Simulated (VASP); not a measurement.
Wanted: the native input for a VASP 6.6.1 run.

```
Task                   : relaxation of shape and atoms at fixed volume
Functional             : PBEsol
Potentials or basis    : VASP PAW PBE potentials, release 64 (Nb_sv, Sb)
Cutoff                 : 600 eV
k mesh                 : 10 × 10 × 6
Occupations            : gaussian, width 0.05 eV
Spin                   : no spin polarisation
Dipole correction      : no
Further INCAR settings : ALGO = Normal; EDIFF = 1e-06; IBRION = 2; EDIFFG = -0.01; NSW = 60; ISIF = 4
```

The structure of NbSb lies in POSCAR:

```
NbSb
1.0
    3.0860221552      0.0000000000      0.0000000000
   -1.5430110776      2.6725735831      0.0000000000
    0.0000000000      0.0000000000      9.9502790938
Nb Sb
2 2
Direct
    0.6666666667      0.3333333333     -0.0492689410
    0.3333333333      0.6666666667      0.4507310590
    0.6666666667      0.3333333333      0.6744689410
    0.3333333333      0.6666666667      0.1744689410
```

The input as run:

INCAR

```
SYSTEM = NbSb
PREC     = Accurate       ! precision mode
ENCUT    = 600            ! plane-wave cutoff, eV
EDIFF    = 1E-6           ! SCF threshold, eV
ISMEAR   = 0              ! smearing method
SIGMA    = 0.05           ! smearing width, eV
LREAL    = .FALSE.        ! projectors in reciprocal space
LASPH    = .TRUE.         ! aspherical terms in the spheres
NELM     = 60             ! most SCF steps
ALGO     = Normal         ! electronic algorithm
ISIF     = 4              ! what is computed and relaxed
LWAVE    = .FALSE.        ! write WAVECAR
LCHARG   = .FALSE.        ! write CHGCAR
GGA      = PS             ! functional
IBRION   = 2              ! ionic algorithm
NSW      = 60             ! ionic steps
EDIFFG   = -0.01          ! ionic threshold
```

KPOINTS

```
Automatic mesh
0
G
  10 10 6
  0 0 0
```

Potentials or basis: VASP PAW PBE potentials, release 64 (Nb_sv, Sb).

Command:

```console
$ cat potpaw_PBE.64/Nb_sv/POTCAR potpaw_PBE.64/Sb/POTCAR > POTCAR
$ mpirun -np 1 vasp_std > vasp.out
```

Results of the run:

- Energy gained by relaxing: 0.3 meV/atom
- Ionic steps: 4
- Pressure after relaxing: 5.3 GPa
- Largest force after relaxing: 0.006 eV/Å
- Band gap on the k mesh: zero (bands 18 and 19 overlap by 1.28 eV)

Caveat: the PAW data sets were made with another functional, which shifts forces and pressure a little; spin-orbit coupling is left out, which moves the levels of the heavy elements.

Wall time 5.5 min on 1 thread of Intel(R) Xeon(R) Platinum 8259CL CPU @ 2.50GHz (Skylake/Cascade Lake) (shared host), peak memory 0.31 GiB.
